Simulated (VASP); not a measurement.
# Cd (Im-3m) in VASP: relaxation of cell and atoms with PBEsol

Aim: the relaxation of cell and atoms of Cd with PBEsol.

All numbers are computed with VASP 6.6.1; they aren't measurements. Logs are shortened: lines on timing, memory, paths and dates and some standing lists are left out, and cuts for length are marked.

## 1. The cell of the first run

The structure is cubic, space group Im-3m (No. 229). Conventional cell: a = 2.734 Å, b = 2.734 Å, c = 2.734 Å, α = 90.00°, β = 90.00°, γ = 90.00°. Cd (site symmetry m-3m) has 14 Cd at 2.37 to 2.73 Å within 3.1 Å.

This isn't the form of Cd at room conditions, which is hcp.

## 2. Relaxation of cell and atoms, PBEsol, target pressure 310 GPa, at which the enthalpy is minimised

INCAR

```
SYSTEM = Cd
PREC = Accurate
ENCUT = 630
EDIFF = 1E-7
ISMEAR = -1
SIGMA = 0.1
LREAL = .FALSE.
LASPH = .TRUE.
NELM = 120
ALGO = Normal
ISIF = 3
LWAVE = .FALSE.
LCHARG = .FALSE.
GGA = PS
IBRION = 2
NSW = 60
EDIFFG = -0.005
PSTRESS = 3100.0
GGA_COMPAT = .FALSE.
NELMIN = 4
```

KPOINTS

```
Automatic mesh
0
G
  20 20 20
  0 0 0
```

POSCAR

```
Cd
1.0
   -1.3668595202      1.3668595202      1.3668595202
    1.3668595202     -1.3668595202      1.3668595202
    1.3668595202      1.3668595202     -1.3668595202
Cd
1
Direct
    0.0000000000      0.0000000000      0.0000000000
```

Potentials or basis: VASP PAW PBE potentials, release 64 (Cd_sv_GW).

The run is started by

```bash
$ cat potpaw_PBE.64/Cd_sv_GW/POTCAR > POTCAR
$ mpirun -np 1 vasp_std > vasp.out
```

OUTCAR:

```text
SYSTEM = Cd
   PREC = Accurate
   ENCUT = 630
   EDIFF = 1E-7
   ISMEAR = -1
   LREAL = .FALSE.
   LASPH = .TRUE.
   NELM = 120
   ISIF = 3
   GGA = PS
   IBRION = 2
   NSW = 60
   EDIFFG = -0.005
   PSTRESS = 3100.0
   NELMIN = 4

 ion  position               nearest neighbor table
   1  0.000  0.000  0.000-

  LATTYP: Found a body centered cubic cell.
 ALAT       =     2.7337190404

  Lattice vectors:

 A1 = (  -1.3668595202,   1.3668595202,   1.3668595202)
 A2 = (   1.3668595202,  -1.3668595202,   1.3668595202)
 A3 = (   1.3668595202,   1.3668595202,  -1.3668595202)

Analysis of symmetry for initial positions (statically):
=====================================================================
 Subroutine PRICEL returns:
 Original cell was already a primitive cell.

 Routine SETGRP: Setting up the symmetry group for a
 body centered cubic supercell.

 Subroutine GETGRP returns: Found 48 space group operations
 (whereof 48 operations were pure point group operations)
 out of a pool of 48 trial point group operations.

The static configuration has the point symmetry O_h .

Analysis of symmetry for dynamics (positions and initial velocities):
=====================================================================
 Subroutine PRICEL returns:
 Original cell was already a primitive cell.

 Routine SETGRP: Setting up the symmetry group for a
 body centered cubic supercell.

 Subroutine GETGRP returns: Found 48 space group operations
 (whereof 48 operations were pure point group operations)
 out of a pool of 48 trial point group operations.

The dynamic configuration has the point symmetry O_h .

 Subroutine INISYM returns: Found 48 space group operations
 (whereof 48 operations are pure point group operations),
 and found     1 'primitive' translations

----------------------------------------------------------------------------------------

                                     Primitive cell

  volume of cell :      10.2148

  direct lattice vectors                    reciprocal lattice vectors
    -1.366859520  1.366859520  1.366859520     0.000000000  0.365802039  0.365802039
     1.366859520 -1.366859520  1.366859520     0.365802039  0.000000000  0.365802039
     1.366859520  1.366859520 -1.366859520     0.365802039  0.365802039  0.000000000

  length of vectors
     2.367470136  2.367470136  2.367470136     0.517322205  0.517322205  0.517322205

  position of ions in fractional coordinates (direct lattice)
     0.000000000  0.000000000  0.000000000

  ion indices of the primitive-cell ions
   primitive index   ion index
                 1           1

----------------------------------------------------------------------------------------

 KPOINTS: Automatic mesh

Automatic generation of k-mesh.
 Grid dimensions read from file:
 generate k-points for:   20   20   20

 Generating k-lattice:

  Cartesian coordinates                     Fractional coordinates (reciprocal lattice)
     0.000000000  0.018290102  0.018290102     0.050000000  0.000000000  0.000000000
     0.018290102  0.000000000  0.018290102     0.000000000  0.050000000  0.000000000
     0.018290102  0.018290102  0.000000000     0.000000000  0.000000000  0.050000000

  Length of vectors
     0.025866110  0.025866110  0.025866110

  Shift w.r.t. Gamma in fractional coordinates (k-lattice)
     0.000000000  0.000000000  0.000000000

 Subroutine IBZKPT returns following result:
 ===========================================

 Found    256 irreducible k-points:

 Following reciprocal coordinates:
            Coordinates               Weight
  0.000000  0.000000  0.000000      1.000000
  0.050000  0.000000  0.000000     12.000000
  0.100000  0.000000  0.000000     12.000000
  0.150000  0.000000  0.000000     12.000000
  0.200000  0.000000  0.000000     12.000000
  0.250000  0.000000  0.000000     12.000000
[... 16 lines left out ...]
  0.200000  0.100000 -0.000000     48.000000
  0.250000  0.100000  0.000000     48.000000
 [... further k-points ...]
   k-points           NKPTS =    256   k-points in BZ     NKDIM =    256   number of bands    NBANDS=     14
   number of dos      NEDOS =    301   number of ions     NIONS =      1
   total plane-waves  NPLWV =   8000
   dimension x,y,z NGX =    20 NGY =   20 NGZ =   20
   dimension x,y,z NGXF=    40 NGYF=   40 NGZF=   40
   ions per type =               1
   NGX,Y,Z   is equivalent  to a cutoff of  14.04, 14.04, 14.04 a.u.
   NGXF,Y,Z  is equivalent  to a cutoff of  28.09, 28.09, 28.09 a.u.
 SYSTEM =  Cd
   PREC   = accura    normal or accurate (medium, high low for compatibility)
   ISTART =      0    job   : 0-new  1-cont  2-samecut
   ICHARG =      2    charge: 1-file 2-atom 10-const
   ISPIN  =      1    spin polarized calculation?
   LNONCOLLINEAR =      F non collinear calculations
   LSORBIT =      F    spin-orbit coupling
   LASPH  =      T    aspherical Exc in radial PAW
   ENCUT  =  630.0 eV  46.30 Ry    6.80 a.u.   4.85  4.85  4.85*2*pi/ulx,y,z
   NELM   =    120;   NELMIN=  4; NELMDL= -5     # of ELM steps
   EDIFF  = 0.1E-06   stopping-criterion for ELM
   LREAL  =      F    real-space projection
   EDIFFG = -.5E-02   stopping-criterion for IOM
   NSW    =     60    number of steps for IOM
   IBRION =      2    ionic relax: 0-MD 1-quasi-New 2-CG
   NFREE  =      1    steps in history (QN), initial steepest desc. (CG)
   ISIF   =      3    stress and relaxation
   ISYM   =      2    0-nonsym 1-usesym 2-fastsym
   POTIM  = 0.5000    time-step for ionic-motion
   TEBEG  =    0.0;   TEEND  =   0.0 temperature during run
   PSTRESS= 3100.0 pullay stress
   NELECT =      20.0000    total number of electrons
   NUPDOWN=      -1.0000    fix difference up-down
   EMIN   =  10.00;   EMAX   =-10.00  energy-range for DOS
   EFERMI =   0.00;   METHOD = LEGACY
   ISMEAR =    -1;   SIGMA  =   0.10  broadening in eV -4-tet -1-fermi 0-gaus
   EFERMI_NEDOS =   21; number of points for ismear=-14 and -15
   IALGO  =     38    algorithm
   IMIX   =      4    mixing-type and parameters
     AMIX     =   0.40;   BMIX     =  1.00
     AMIX_MAG =   1.60;   BMIX_MAG =  1.00
  volume/ion in A,a.u.               =      10.21        68.93
  Fermi-wavevector in a.u.,A,eV,Ry     =   2.048052  3.870257 57.069861  4.194516
  Thomas-Fermi vector in A             =   3.051577
   LORBIT       =      0    0 simple, 1 ext, 2 COOP (PROOUT), +10 PAW based schemes
   GGA     = PS    functional components
   LHFCALC =     F    Hartree Fock is set to
   AEXX    =    0.0000 exact exchange contribution
   IVDW    =     0    specifies the selected vdW correction
   LEPSILON=     F    determine dielectric tensor
   LRPA    =     F    only Hartree local field effects (RPA)
 conjugate gradient relaxation of ions
 non-spin polarized calculation
  energy-cutoff  :      630.00
  volume of cell :       10.21
 maximum number of plane-waves:       378
   NGX =  9   NGY =  9   NGZ =  9

--------------------------------------- Ionic step        1  -------------------------------------------

 number of electron      20.0000000 magnetization

 Free energy of the ion-electron system (eV)
  ---------------------------------------------------
  ext. energy  EPLUGINS =         0.00000000
  ---------------------------------------------------
  free energy    TOTEN  =         3.77738000 eV

  energy without entropy =        3.78511821  energy(sigma->0) =        3.78124910

------------------------ aborting loop because EDIFF is reached ----------------------------------------

  FORCE on cell =-STRESS in cart. coord.  units (eV):
  Direction    XX          YY          ZZ          XY          YZ          ZX
  --------------------------------------------------------------------------------------
  -------------------------------------------------------------------------------------
  Total       19.7389089     19.7389089     19.7389089      0.0000000      0.0000000      0.0000000
  in kB     3096.0081018   3096.0081018   3096.0081018      0.0000000      0.0000000      0.0000000
  external PRESSURE =      -3.9918982 kB  Pullay stress =    3100.0000000 kB
[... 59 lines left out ...]
  enthalpy is  TOTEN    =        23.5421956627 eV   P V=       19.6916483013

--------------------------------------- Ionic step        3  -------------------------------------------

 number of electron      20.0000000 magnetization

 Free energy of the ion-electron system (eV)
  ---------------------------------------------------
  ext. energy  EPLUGINS =         0.00000000
  ---------------------------------------------------
  free energy    TOTEN  =         3.78360122 eV

  energy without entropy =        3.79132830  energy(sigma->0) =        3.78746476

 E-fermi :  21.0019     XC(G=0): -16.3904

 val. band max:       20.8629580310   @ k =  -0.4500   0.5000   0.3500
 cond. band min:      21.0448399790   @ k =   0.4000   0.1000   0.1000
 fundamental gap:      0.1818819480
 Fermi energy:        21.0018625422

 k-point     1 :       0.0000    0.0000    0.0000
  band No.  band energies     occupation
      1     -87.3468      2.00000
      2     -48.0591      2.00000
      3     -48.0591      2.00000
      4     -48.0591      2.00000
      5       1.8894      2.00000
      6       5.0350      2.00000
      7       5.0350      2.00000
      8       5.0350      2.00000
      9       7.6352      2.00000
     10       7.6352      2.00000
     11      33.6918      0.00000
     12      33.6918      0.00000
     13      33.6918      0.00000
     14      45.6388      0.00000
[... 375 lines left out ...]
 k-point    24 :       0.2500    0.1000    0.0000
  band No.  band energies     occupation
      1     -87.2548      2.00000
      2     -48.5795      2.00000
      3     -48.2381      2.00000
      4     -48.0857      2.00000
      5       3.4047      2.00000
      6       4.0971      2.00000
      7       6.3258      2.00000
      8       7.1584      2.00000
      9       7.8994      2.00000
     10       9.2824      2.00000
     11      28.1366      0.00000
     12      30.9302      0.00000
     13      35.8268      0.00000
     14      38.0423      0.00000

 [... further k-points ...]
[... 5 lines left out ...]
  --------------------------------------------------------------------------------------
  -------------------------------------------------------------------------------------
  Total       19.7589848     19.7589848     19.7589848     -0.0000000      0.0000000     -0.0000000
  in kB     3100.1333969   3100.1333969   3100.1333969     -0.0000000      0.0000000     -0.0000000
  external PRESSURE =       0.1333969 kB  Pullay stress =    3100.0000000 kB
[... 16 lines left out ...]
  FREE ENERGIE OF THE ION-ELECTRON SYSTEM (eV)
  ---------------------------------------------------
  free  energy   TOTEN  =         3.7836012216 eV

  energy  without entropy=        3.7913283033  energy(sigma->0) =        3.78746476

  enthalpy is  TOTEN    =        23.5417358200 eV   P V=       19.7581345983

 reached required accuracy - stopping structural energy minimisation
```

It took 45 s on 1 thread of Intel Xeon 6975P-C (Granite Rapids), shared host; peak memory 0.19 GiB.

Results:

* Free energy: 3.7836 eV
* Relaxed volume: 10.21 Å³/atom
* Relaxed cell: a = 2.367 Å, b = 2.367 Å, c = 2.367 Å, α = 109.47°, β = 109.47°, γ = 109.47°
* Space group after relaxing (to 0.1 Å): Im-3m (No. 229)
* Energy change on relaxing (the run minimises the enthalpy): +6.2 meV/atom
* Ionic steps: 3
* Pressure after relaxing: 310.0 GPa
* Band gap on the k mesh: zero (bands 10 and 11 overlap by 2.16 eV)

The path:
```csv
step,energy change (eV),largest force (eV/Å),pressure (GPa),volume (Å³)
1,0.0000,0.0000,309.60,10.21
2,0.0732,0.0000,314.31,10.18
3,0.0062,0.0000,310.01,10.21
```

Final structure:
```xyz
1
Lattice="-1.3667 1.3667 1.3667 1.3667 -1.3667 1.3667 1.3667 1.3667 -1.3667" Properties=species:S:1:pos:R:3 pbc="T T T"
Cd    0.0000    0.0000    0.0000
```

Levels at points of the mesh, in eV from the Fermi level:
| k point | band 6 | band 7 | band 8 | band 9 | band 10 | band 11 | band 12 | band 13 | band 14 |
| --- | --- | --- | --- | --- | --- | --- | --- | --- | --- |
| (0.00, 0.00, 0.00) | -15.97 | -15.97 | -15.97 | -13.37 | -13.37 | 12.69 | 12.69 | 12.69 | 24.64 |
| (0.50, 0.00, 0.00) | -17.49 | -13.43 | -13.08 | -11.31 | -8.28 | 0.07 | 8.11 | 12.59 | 20.08 |
| (0.50, 0.50, 0.50) | -18.77 | -11.82 | -11.82 | -11.82 | 1.71 | 1.71 | 1.71 | 11.50 | 11.50 |

Caveat: the cell is relaxed towards a set pressure, so the run minimises the enthalpy, not the energy; the PAW data sets were made with another functional, which shifts forces and pressure a little.

The gap in the log of VASP goes by the Fermi energy; the results here count the filled bands.